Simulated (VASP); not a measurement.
Input of a VASP 6.6.1 run:

INCAR

```
SYSTEM = CdSe
PREC = Accurate ; ENCUT = 520
EDIFF = 1E-7 ; ISMEAR = -1
SIGMA = 0.05 ; LREAL = .FALSE.
LASPH = .TRUE. ; NELM = 80
ALGO = Normal ; ISIF = 2
LWAVE = .FALSE. ; LCHARG = .TRUE.
LELF = .TRUE. ; LVHAR = .TRUE.
NBANDS = 26
```

Contents of KPOINTS:

```
Automatic mesh
0
G
  7 7 4
  0 0 0
```

Contents of POSCAR:

```
CdSe
1.0
    4.2711400700      0.0000000000      0.0000000000
   -2.1355700350      3.6989158038      0.0000000000
    0.0000000000      0.0000000000      6.9728844864
Cd Se
2 2
Direct
    0.6666666667      0.3333333333      0.5000000000
    0.3333333333      0.6666666667      0.0000000000
    0.6666666667      0.3333333333      0.8850000000
    0.3333333333      0.6666666667      0.3850000000
```

Potentials or basis: VASP PAW LDA potentials, release 64 (Cd, Se).

The run is started by

```bash
$ cat potpaw_LDA.64/Cd/POTCAR potpaw_LDA.64/Se/POTCAR > POTCAR
$ mpirun -np 1 vasp_std > vasp.out
```

(1) What does it give for the largest force?

(2) Predict the pressure.

(3) Predict the band gap on the k mesh.

Answers

(1) 0.287 eV/Å.

(2) -0.3 GPa.

(3) 0.50 eV, direct.
